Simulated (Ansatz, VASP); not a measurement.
# CdI2: VASP beside Ansatz

Contents of INCAR:

```
ALGO = Normal ; EDIFF = 1E-6
ENCUT = 500 ; GGA = PS
GGA_COMPAT = F ; ISIF = 2
ISMEAR = -1 ; LASPH = T
LCHARG = F ; LREAL = F
LWAVE = F ; NBANDS = 20
NELM = 120 ; PREC = Accurate
SIGMA = 0.03
```

File KPOINTS:

```
k-points
0
Gamma
  8 8 5
```

Contents of POSCAR:

```
CdI2
1.0
    4.2439992147      0.0000000000      0.0000000000
   -2.1219996073      3.6754111335      0.0000000000
    0.0000000000      0.0000000000      6.7218200000
Cd I
1 2
Direct
    0.0000000000      0.0000000000      0.0000000000
    0.3333333333      0.6666666667      0.2492000000
    0.6666666667      0.3333333333      0.7508000000
```

Input for Ansatz:

```yaml
crystal:
  lattice:
    - [4.2439992147, 0.0, 0.0]
    - [-2.1219996073, 3.6754111335, 0.0]
    - [0.0, 0.0, 6.72182]
  atoms:
    - { symbol: Cd, position: [0.0, 0.0, 0.0] }
    - { symbol: I, position: [0.3333333333, 0.6666666667, 0.2492] }
    - { symbol: I, position: [0.6666666667, 0.3333333333, 0.7508] }
kpoints:
  mp_grid: { grid: [8, 8, 5] }
  band_path:
    path:
      - [0.0, 0.0, 0.0]
      - [0.5, 0.0, 0.0]
      - [0.3333333333, 0.3333333333, 0.0]
      - [0.0, 0.0, 0.0]
      - [0.0, 0.0, 0.5]
      - [0.5, 0.0, 0.5]
      - [0.3333333333, 0.3333333333, 0.5]
      - [0.0, 0.0, 0.5]
      - [0.5, 0.0, 0.5]
    npoints: 5
scf:
  occupations: { method: fermi_dirac, width: 0.03 }
hamiltonian:
  xc: pbesol
  pseudopotentials: { kind: all_electron, lapw: { basis_error: 0.0005 } }
output:
  forces: true
  stress: true
  eigenvalues: true
```

Change from the starting cell: zz strain of -2 %.

Alike in both runs: task single point; functional PBEsol; k mesh 8 × 8 × 5; occupations fermi-dirac, width 0.03 eV; no spin polarisation.

|  | VASP | Ansatz |
| --- | --- | --- |
| version | VASP 6.6.1 | Ansatz 0.2.0 |
| potentials or method | VASP PAW PBE potentials, release 64 (Cd, I), cutoff 500 eV | all-electron LAPW, scalar-relativistic |

Ansatz gave:

```
gap on the k mesh at the Fermi level (eV)                     : 2.37
pressure (GPa)                                                : 0.3
traceless stress, the component that is largest in VASP (GPa) : 0.43
rms of the force components (eV/Å)                            : 0.028
```

**Question.** Which values does VASP return?

**Answer.** gap on the k mesh at the Fermi level (eV): 2.36; pressure (GPa): 0.4; traceless stress, the component that is largest in VASP (GPa): 0.41; rms of the force components (eV/Å): 0.041.

VASP's potentials were made for PBE, not for PBEsol. Atom by atom the forces differ by 0.012 eV/Å (rms over components). Ansatz ran all-electron here, and VASP with PAW potentials.

Neither program's run includes spin-orbit coupling.
